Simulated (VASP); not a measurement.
# SiC (Cc) in VASP: further runs

The runs below take SiC through single point, with PBE.

All numbers are computed with VASP 6.6.1; they aren't measurements. Logs are shortened: lines on timing, memory, paths and dates and some standing lists are left out, and cuts for length are marked.

**1. The cell of the first run**

Symmetry: Cc, No. 9, monoclinic system. The conventional cell has a = 3.092 Å, b = 5.355 Å, c = 5.074 Å, α = 90.00°, β = 90.14°, γ = 90.00°. Within 2.5 Å of Si (site symmetry 1) lie 4 C at 1.89 to 1.91 Å. C (site symmetry 1) has 4 Si at 1.89 to 1.91 Å within 2.5 Å.

**2. Single point, PBE (strain +0.0025 x Voigt [0, 0, 0, 0, 1, 0])**

INCAR reads:

```
SYSTEM = SiC
  PREC = Accurate
  ENCUT = 520
  EDIFF = 1E-6
  ISMEAR = 0
  SIGMA = 0.05
  LREAL = .FALSE.
  LASPH = .TRUE.
  NELM = 60
  ALGO = Normal
  ISIF = 2
  LWAVE = .FALSE.
  LCHARG = .FALSE.
  GGA = PE
  NBANDS = 16
```

KPOINTS reads:

```
Automatic mesh
0
G
  12 12 6
  0 0 0
```

POSCAR reads:

```
SiC
1.0
    3.0919867344      0.0000000000      0.0038649834
   -1.5459933672      2.6777390602     -0.0019324917
    0.0063422058      0.0000000000      5.0737646004
Si C
2 2
Direct
    0.3333333333      0.6666666667      0.0045636718
    0.6666666667      0.3333333333      0.5045636718
    0.3333333333      0.6666666667      0.3804363282
    0.6666666667      0.3333333333      0.8804363282
```

Potentials or basis: VASP PAW PBE potentials, release 64 (Si, C).

The run is started by

```
$ cat potpaw_PBE.64/Si/POTCAR potpaw_PBE.64/C/POTCAR > POTCAR
$ mpirun -np 1 vasp_std > vasp.out
```

OUTCAR:

```text
SYSTEM = SiC
   PREC = Accurate
   ENCUT = 520
   EDIFF = 1E-6
   ISMEAR = 0
   LREAL = .FALSE.
   LASPH = .TRUE.
   NELM = 60
   ISIF = 2
   GGA = PE

 ion  position               nearest neighbor table
   1  0.333  0.667  0.005-   4 1.89   4 1.89   4 1.89   3 1.91   2 3.10   2 3.10   2 3.10   2 3.10
                             2 3.11   2 3.11
   2  0.667  0.333  0.505-   3 1.89   3 1.89   3 1.89   4 1.91   1 3.10   1 3.10   1 3.10   1 3.10
                             1 3.11   1 3.11
   3  0.333  0.667  0.380-   2 1.89   2 1.89   2 1.89   1 1.91
   4  0.667  0.333  0.880-   1 1.89   1 1.89   1 1.89   2 1.91

  LATTYP: Found a base centered monoclinic cell.
 ALAT       =     3.0919891500
 B/A-ratio  =     1.7320494544
 C/A-ratio  =     1.6409399639
 COS(beta)  =    -0.0024999961

  Lattice vectors:

 A1 = (  -1.5459933672,   2.6777390602,  -0.0019324917)
 A2 = (  -1.5459933672,  -2.6777390602,  -0.0019324917)
 A3 = (   0.0063422058,   0.0000000000,   5.0737646004)

Analysis of symmetry for initial positions (statically):
=====================================================================
 Subroutine PRICEL returns:
 Original cell was already a primitive cell.

 Routine SETGRP: Setting up the symmetry group for a
 base centered monoclinic supercell.

 Subroutine GETGRP returns: Found  2 space group operations
 (whereof  1 operations were pure point group operations)
 out of a pool of  4 trial point group operations.

The static configuration has the point symmetry C_1 .
 The point group associated with its full space group is C_1h.

Analysis of symmetry for dynamics (positions and initial velocities):
=====================================================================
 Subroutine PRICEL returns:
 Original cell was already a primitive cell.

 Routine SETGRP: Setting up the symmetry group for a
 base centered monoclinic supercell.

 Subroutine GETGRP returns: Found  2 space group operations
 (whereof  1 operations were pure point group operations)
 out of a pool of  4 trial point group operations.

The dynamic configuration has the point symmetry C_1 .
 The point group associated with its full space group is C_1h.

 Subroutine INISYM returns: Found  2 space group operations
 (whereof  1 operations are pure point group operations),
 and found     1 'primitive' translations

----------------------------------------------------------------------------------------

                                     Primitive cell

  volume of cell :      42.0083

  direct lattice vectors                    reciprocal lattice vectors
     3.091986734  0.000000000  0.003864983     0.323417158  0.186724692 -0.000404271
    -1.545993367  2.677739060 -0.001932492     0.000000000  0.373449383  0.000000000
     0.006342206  0.000000000  5.073764600    -0.000246366  0.000000000  0.197092621

  length of vectors
     3.091989150  3.091987338  5.073768564     0.373450040  0.373449383  0.197092775

  position of ions in fractional coordinates (direct lattice)
     0.333333333  0.666666667  0.004563672
     0.666666667  0.333333333  0.504563672
     0.333333333  0.666666667  0.380436328
     0.666666667  0.333333333  0.880436328

  ion indices of the primitive-cell ions
   primitive index   ion index
                 1           1
                 2           2
                 3           3
                 4           4

----------------------------------------------------------------------------------------

 KPOINTS: Automatic mesh

Automatic generation of k-mesh.
 Grid dimensions read from file:
 generate k-points for:   12   12    6

 Generating k-lattice:

  Cartesian coordinates                     Fractional coordinates (reciprocal lattice)
     0.026951430  0.015560391 -0.000033689     0.083333333  0.000000000 -0.000000000
     0.000000000  0.031120782  0.000000000     0.000000000  0.083333333  0.000000000
    -0.000041061  0.000000000  0.032848770     0.000000000  0.000000000  0.166666667

  Length of vectors
     0.031120837  0.031120782  0.032848796

  Shift w.r.t. Gamma in fractional coordinates (k-lattice)
     0.000000000  0.000000000  0.000000000

 Subroutine IBZKPT returns following result:
 ===========================================

 Found    242 irreducible k-points:

 Following reciprocal coordinates:
            Coordinates               Weight
  0.000000  0.000000  0.000000      1.000000
  0.083333  0.000000 -0.000000      4.000000
  0.166667 -0.000000 -0.000000      4.000000
  0.250000  0.000000  0.000000      4.000000
  0.333333 -0.000000  0.000000      4.000000
  0.416667 -0.000000  0.000000      4.000000
[... 16 lines left out ...]
  0.333333  0.166667  0.000000      4.000000
  0.416667  0.166667  0.000000      4.000000
 [... further k-points ...]
   k-points           NKPTS =    242   k-points in BZ     NKDIM =    242   number of bands    NBANDS=     16
   number of dos      NEDOS =    301   number of ions     NIONS =      4
   total plane-waves  NPLWV =  23040
   dimension x,y,z NGX =    24 NGY =   24 NGZ =   40
   dimension x,y,z NGXF=    48 NGYF=   48 NGZF=   80
   ions per type =               2   2
   NGX,Y,Z   is equivalent  to a cutoff of  12.90, 12.90, 13.11 a.u.
   NGXF,Y,Z  is equivalent  to a cutoff of  25.81, 25.81, 26.21 a.u.
 SYSTEM =  SiC
   PREC   = accura    normal or accurate (medium, high low for compatibility)
   ISTART =      0    job   : 0-new  1-cont  2-samecut
   ICHARG =      2    charge: 1-file 2-atom 10-const
   ISPIN  =      1    spin polarized calculation?
   LNONCOLLINEAR =      F non collinear calculations
   LSORBIT =      F    spin-orbit coupling
   LASPH  =      T    aspherical Exc in radial PAW
   ENCUT  =  520.0 eV  38.22 Ry    6.18 a.u.   5.75  5.75  9.43*2*pi/ulx,y,z
   NELM   =     60;   NELMIN=  2; NELMDL= -5     # of ELM steps
   EDIFF  = 0.1E-05   stopping-criterion for ELM
   LREAL  =      F    real-space projection
   EDIFFG = 0.1E-04   stopping-criterion for IOM
   NSW    =      0    number of steps for IOM
   IBRION =     -1    ionic relax: 0-MD 1-quasi-New 2-CG
   NFREE  =      0    steps in history (QN), initial steepest desc. (CG)
   ISIF   =      2    stress and relaxation
   ISYM   =      2    0-nonsym 1-usesym 2-fastsym
   POTIM  = 0.5000    time-step for ionic-motion
   TEBEG  =    0.0;   TEEND  =   0.0 temperature during run
   PSTRESS=    0.0 pullay stress
   NELECT =      16.0000    total number of electrons
   NUPDOWN=      -1.0000    fix difference up-down
   EMIN   =  10.00;   EMAX   =-10.00  energy-range for DOS
   EFERMI =   0.00;   METHOD = LEGACY
   ISMEAR =     0;   SIGMA  =   0.05  broadening in eV -4-tet -1-fermi 0-gaus
   EFERMI_NEDOS =   21; number of points for ismear=-14 and -15
   IALGO  =     38    algorithm
   IMIX   =      4    mixing-type and parameters
     AMIX     =   0.40;   BMIX     =  1.00
     AMIX_MAG =   1.60;   BMIX_MAG =  1.00
  volume/ion in A,a.u.               =      10.50        70.87
  Fermi-wavevector in a.u.,A,eV,Ry     =   1.186687  2.242514 19.160090  1.408227
  Thomas-Fermi vector in A             =   2.322855
   LORBIT       =      0    0 simple, 1 ext, 2 COOP (PROOUT), +10 PAW based schemes
   GGA     = PE    functional components
   LHFCALC =     F    Hartree Fock is set to
   AEXX    =    0.0000 exact exchange contribution
   IVDW    =     0    specifies the selected vdW correction
   LEPSILON=     F    determine dielectric tensor
   LRPA    =     F    only Hartree local field effects (RPA)
 non-spin polarized calculation
 Gauss-broadening in eV      SIGMA  =   0.05
  energy-cutoff  :      520.00
  volume of cell :       42.01
 maximum number of plane-waves:      1162
   NGX = 11   NGY = 11   NGZ = 19

 number of electron      16.0000000 magnetization

 Free energy of the ion-electron system (eV)
  ---------------------------------------------------
  ext. energy  EPLUGINS =         0.00000000
  ---------------------------------------------------
  free energy    TOTEN  =       -30.11012850 eV

  energy without entropy =      -30.11012850  energy(sigma->0) =      -30.11012850

 E-fermi :   8.3548     XC(G=0): -11.2829

 val. band max:        8.0847556667   @ k =   0.0000   0.0000   0.0000
 cond. band min:      10.3891691569   @ k =   0.3333   0.3333   0.0000
 fundamental gap:      2.3044134901
 Fermi energy:         8.3548137842

 k-point     1 :       0.0000    0.0000    0.0000
  band No.  band energies     occupation
      1      -7.3611      2.00000
      2      -3.8511      2.00000
      3      -0.5232      2.00000
      4       6.7744      2.00000
      5       6.7744      2.00000
      6       7.9757      2.00000
[... 8 lines left out ...]
     15      16.9323      0.00000
     16      19.3006      0.00000

 k-point     2 :       0.0833    0.0000   -0.0000
  band No.  band energies     occupation
      1      -7.2421      2.00000
      2      -3.7494      2.00000
      3      -0.4141      2.00000
      4       6.0941      2.00000
      5       6.5666      2.00000
      6       7.6201      2.00000
[... 8 lines left out ...]
     15      17.2339      0.00000
     16      18.4309      0.00000

 k-point     3 :       0.1667   -0.0000   -0.0000
  band No.  band energies     occupation
      1      -6.8882      2.00000
      2      -3.4534      2.00000
      3      -0.0964      2.00000
      4       4.6197      2.00000
      5       6.0961      2.00000
      6       6.5067      2.00000
[... 8 lines left out ...]
     15      17.5672      0.00000
     16      17.9037      0.00000
[... 362 lines left out ...]
 k-point    23 :       0.3333    0.1667    0.0000
  band No.  band energies     occupation
      1      -4.3443      2.00000
      2      -2.2774      2.00000
      3       0.6633      2.00000
      4       2.2699      2.00000
      5       2.7528      2.00000
      6       3.4630      2.00000
[... 8 lines left out ...]
     15      18.8137      0.00000
     16      19.6270      0.00000

 k-point    24 :       0.4167    0.1667    0.0000
  band No.  band energies     occupation
      1      -3.7770      2.00000
      2      -2.5643      2.00000
      3       0.7073      2.00000
      4       2.0110      2.00000
      5       2.7448      2.00000
      6       3.4842      2.00000
[... 8 lines left out ...]
     15      18.7797      0.00000
     16      20.2183      0.00000

 [... further k-points ...]

------------------------ aborting loop because EDIFF is reached ----------------------------------------

  FORCE on cell =-STRESS in cart. coord.  units (eV):
  Direction    XX          YY          ZZ          XY          YZ          ZX
  --------------------------------------------------------------------------------------
  -------------------------------------------------------------------------------------
  Total       -0.0136075     -0.0136057      0.0018826      0.0000000      0.0000000     -0.1071302
  in kB       -0.5189849     -0.5189135      0.0718008      0.0000000      0.0000000     -4.0858931
  external PRESSURE =      -0.3220325 kB  Pullay stress =       0.0000000 kB

 VOLUME and BASIS-vectors are now :
 -----------------------------------------------------------------------------
  energy-cutoff  :      520.00
  volume of cell :       42.01
      direct lattice vectors                 reciprocal lattice vectors
     3.091986734  0.000000000  0.003864983     0.323417158  0.186724692 -0.000404271
    -1.545993367  2.677739060 -0.001932492     0.000000000  0.373449383  0.000000000
     0.006342206  0.000000000  5.073764600    -0.000246366  0.000000000  0.197092621

 POSITION                                       TOTAL-FORCE (eV/Angst)
 -----------------------------------------------------------------------------------
      0.00003      1.78516      0.02315        -0.013439      0.000085      0.002276
      1.54919      0.89258      2.56197        -0.013439     -0.000085      0.002276
      0.00241      1.78516      1.93024         0.013439      0.000130     -0.002276
      1.55158      0.89258      4.46906         0.013439     -0.000130     -0.002276
 -----------------------------------------------------------------------------------
    total drift:                                0.000354     -0.000000      0.000066

  FREE ENERGIE OF THE ION-ELECTRON SYSTEM (eV)
  ---------------------------------------------------
  free  energy   TOTEN  =       -30.1101284967 eV

  energy  without entropy=      -30.1101284967  energy(sigma->0) =      -30.11012850
```

Wall time 63 s (1 thread of Intel Xeon Platinum 8488C (Sapphire Rapids), shared host); peak memory 0.25 GiB.

Results:

```
Free energy            : -30.1101 eV
Pressure               : 0.0 GPa
Largest force          : 0.014 eV/Å
Band gap on the k mesh : 2.30 eV, indirect (least direct gap 3.94 eV)
```

Forces in eV/Å, atoms in the order of the input:
```
Si  -0.013  0.000  0.002
Si  -0.013  0.000  0.002
C    0.013  0.000 -0.002
C    0.013  0.000 -0.002
```

Stress tensor (GPa, compression positive):
```
-0.05  0.00 -0.41
 0.00 -0.05  0.00
-0.41  0.00  0.01
```

Caveat: the cell differs from its parent crystal (strain +0.0025 x Voigt [0, 0, 0, 0, 1, 0]). A k mesh can miss the band edges.

**3. Single point, PBE (strain -0.0200 x Voigt [0, 0, 0, 0, 1, 0])**

INCAR reads:

```
SYSTEM = SiC
PREC = Accurate
ENCUT = 520
EDIFF = 1E-6
ISMEAR = 0
SIGMA = 0.05
LREAL = .False.
LASPH = .True.
NELM = 60
ALGO = Normal
ISIF = 2
LWAVE = .False.
LCHARG = .False.
GGA = PE
NBANDS = 16
```

KPOINTS reads:

```
Automatic mesh
0
Gamma
  12 12 6
  0 0 0
```

POSCAR reads:

```
SiC
1.0
    3.0919867344      0.0000000000     -0.0309198673
   -1.5459933672      2.6777390602      0.0154599337
   -0.0507376460      0.0000000000      5.0737646004
Si C
2 2
Direct
    0.3333333333      0.6666666667      0.0045636718
    0.6666666667      0.3333333333      0.5045636718
    0.3333333333      0.6666666667      0.3804363282
    0.6666666667      0.3333333333      0.8804363282
```

Potentials or basis: VASP PAW PBE potentials, release 64 (Si, C).

The run is started by

```
$ cat potpaw_PBE.64/Si/POTCAR potpaw_PBE.64/C/POTCAR > POTCAR
$ mpirun -np 1 vasp_std > vasp.out
```

Wall time 42 s (1 thread of Intel Xeon 6975P-C (Granite Rapids), shared host); peak memory 0.25 GiB.

It converged, with:

```yaml
Free_energy: -30.1017 eV
Pressure: 0.0 GPa
Largest_force: 0.109 eV/Å
Band_gap_on_the_k_mesh: 2.28 eV, indirect (least direct gap 3.94 eV)
```

Forces on the atoms (eV/Å):
```
Si   0.108  0.006  0.005
Si   0.108 -0.006  0.005
C   -0.108  0.008 -0.005
C   -0.108 -0.008 -0.005
```

Stress tensor (GPa, compression positive):
```
-0.03  0.00  3.27
 0.00 -0.02  0.00
 3.27  0.00  0.05
```

Levels at points of the mesh, in eV from the valence-band top:
```tsv
k point	band 4	band 5	band 6	band 7	band 8	band 9	band 10	band 11	band 12	band 13
(0.00, 0.00, 0.00)	-1.34	-1.34	-0.16	-0.03	0.00	4.64	6.00	6.54	6.56	7.58
(0.50, 0.00, 0.00)	-6.29	-5.39	-3.32	-3.27	-1.22	2.72	4.18	6.67	7.11	9.74
(0.00, 0.50, 0.00)	-6.28	-5.40	-3.32	-3.27	-1.22	2.72	4.18	6.54	7.24	9.89
(0.00, 0.00, 0.50)	-4.43	-0.80	-0.80	-0.68	-0.68	5.73	5.73	7.16	7.16	7.31
(0.50, 0.00, 0.50)	-8.16	-2.49	-2.45	-2.43	-2.22	3.16	3.28	5.01	5.33	10.22
(0.00, 0.50, 0.50)	-8.22	-2.46	-2.46	-2.33	-2.33	3.22	3.22	5.17	5.17	10.17
```

Caveat: the cell differs from its parent crystal (strain -0.0200 x Voigt [0, 0, 0, 0, 1, 0]). A k mesh can miss the band edges.

**4. Single point, PBE (strain +0.0150 x Voigt [0, 0, 0, 0, 1, 0])**

INCAR reads:

```
SYSTEM = SiC
PREC = Accurate
ENCUT = 520
EDIFF = 1E-6
ISMEAR = 0
SIGMA = 0.05
LREAL = .FALSE.
LASPH = .TRUE.
NELM = 80
ALGO = Normal
ISIF = 2
LWAVE = .FALSE.
LCHARG = .FALSE.
GGA = PE
NBANDS = 16
```

KPOINTS reads:

```
Automatic mesh
0
G
  12 12 6
  0 0 0
```

POSCAR reads:

```
SiC
1.0
    3.0919867344      0.0000000000      0.0231899005
   -1.5459933672      2.6777390602     -0.0115949503
    0.0380532345      0.0000000000      5.0737646004
Si C
2 2
Direct
    0.3333333333      0.6666666667      0.0045636718
    0.6666666667      0.3333333333      0.5045636718
    0.3333333333      0.6666666667      0.3804363282
    0.6666666667      0.3333333333      0.8804363282
```

The run is started by

```
$ cat potpaw_PBE.64/Si/POTCAR potpaw_PBE.64/C/POTCAR > POTCAR
$ mpirun -np 1 vasp_std > vasp.out
```

Wall time 43 s (1 thread of Intel Xeon 6975P-C (Granite Rapids), shared host); peak memory 0.25 GiB.

It converged, with:

```
Free energy            : -30.1054 eV
Pressure               : 0.0 GPa
Largest force          : 0.081 eV/Å
Band gap on the k mesh : 2.29 eV, indirect (least direct gap 3.94 eV)
```

Forces in eV/Å, atoms in the order of the input:
```
Si  -0.081  0.003  0.004
Si  -0.081 -0.003  0.004
C    0.081  0.005 -0.004
C    0.081 -0.005 -0.004
```

Stress tensor (GPa, compression positive):
```
-0.04  0.00 -2.45
 0.00 -0.04  0.00
-2.45  0.00  0.03
```

Levels at points of the mesh, in eV from the valence-band top:
```
           k point  band 6  band 7  band 8  band 9  band 10  band 11
(0.00, 0.00, 0.00)   -0.14   -0.02    0.00    4.66     6.02     6.55
(0.50, 0.00, 0.00)   -3.31   -3.26   -1.21    2.73     4.19     6.70
(0.00, 0.50, 0.00)   -3.31   -3.26   -1.21    2.73     4.19     6.62
(0.00, 0.00, 0.50)   -0.77   -0.68   -0.68    5.74     5.74     7.19
(0.50, 0.00, 0.50)   -2.43   -2.41   -2.24    3.19     3.28     5.06
(0.00, 0.50, 0.50)   -2.45   -2.32   -2.32    3.24     3.24     5.18
```

Caveat: the cell differs from its parent crystal (strain +0.0150 x Voigt [0, 0, 0, 0, 1, 0]). A k mesh can miss the band edges.

**5. Summary**

```tsv
cell	gap on the mesh (eV)	pressure (GPa)	largest force (eV/Å)
a = 3.092, b = 3.092, c = 5.074 Å, angles 90.1, 89.9, 120.0°, 4 atoms	2.30	0.0	0.01
a = 3.092, b = 3.092, c = 5.074 Å, angles 89.4, 91.1, 120.0°, 4 atoms	2.28	0.0	0.11
a = 3.092, b = 3.092, c = 5.074 Å, angles 90.4, 89.1, 120.0°, 4 atoms	2.29	0.0	0.08
```

Alike in all rows: task single point; level PBE; potentials or basis VASP PAW PBE potentials, release 64 (Si, C); no spin polarisation; k mesh 12 × 12 × 6; cutoff (eV) 520; smearing gaussian 0.05 eV.

Absolute energies hang on the potentials; compare differences alone.
